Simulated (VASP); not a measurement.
# MgO: single point with PBEsol

The system is MgO.

```
CELL_PARAMETERS angstrom
0.00000 2.28201 2.28201
2.28201 0.00000 2.28201
2.28201 2.28201 0.00000
ATOMIC_POSITIONS crystal
Mg 0.00000 0.00000 0.00000
O 0.25000 0.25000 0.25000
```

```json
{
  "Program": "VASP 6.6.1",
  "Task": "single point",
  "Functional": "PBEsol",
  "Potentials or basis": "VASP PAW PBE potentials, release 64 (Mg, O)",
  "Cutoff": "600 eV",
  "k mesh": "4 × 4 × 4",
  "Occupations": "gaussian, width 0.01 eV",
  "Spin": "no spin polarisation",
  "Dipole correction": "no",
  "Further INCAR settings": "ALGO = Normal; EDIFF = 1e-06; NBANDS = 11"
}
```

* Pressure: 0.4 GPa
* Band gap on the k mesh: 3.52 eV, direct

Levels at points of the mesh, in eV from the valence-band top:
| k point | band 1 | band 2 | band 3 | band 4 | band 5 | band 6 | band 7 | band 8 |
| --- | --- | --- | --- | --- | --- | --- | --- | --- |
| (0.00, 0.00, 0.00) | -15.82 | 0.00 | 0.00 | 0.00 | 3.52 | 16.70 | 16.70 | 16.70 |
| (0.50, 0.00, 0.00) | -15.13 | -3.09 | -0.18 | -0.18 | 8.66 | 9.58 | 14.49 | 14.49 |
| (0.50, 0.50, 0.00) | -14.93 | -2.55 | -0.75 | -0.75 | 6.10 | 11.38 | 14.06 | 16.55 |

It took 5.8 s on 1 thread of AMD EPYC 7R13 Processor (Zen 3), on a shared host, peak memory 0.12 GiB.

Caveat: the k points lie up to 0.60 Å⁻¹ apart; the PAW data sets were made with another functional, which shifts forces and pressure a little. A hybrid or GW would open this gap; PBEsol tends to underestimate it.
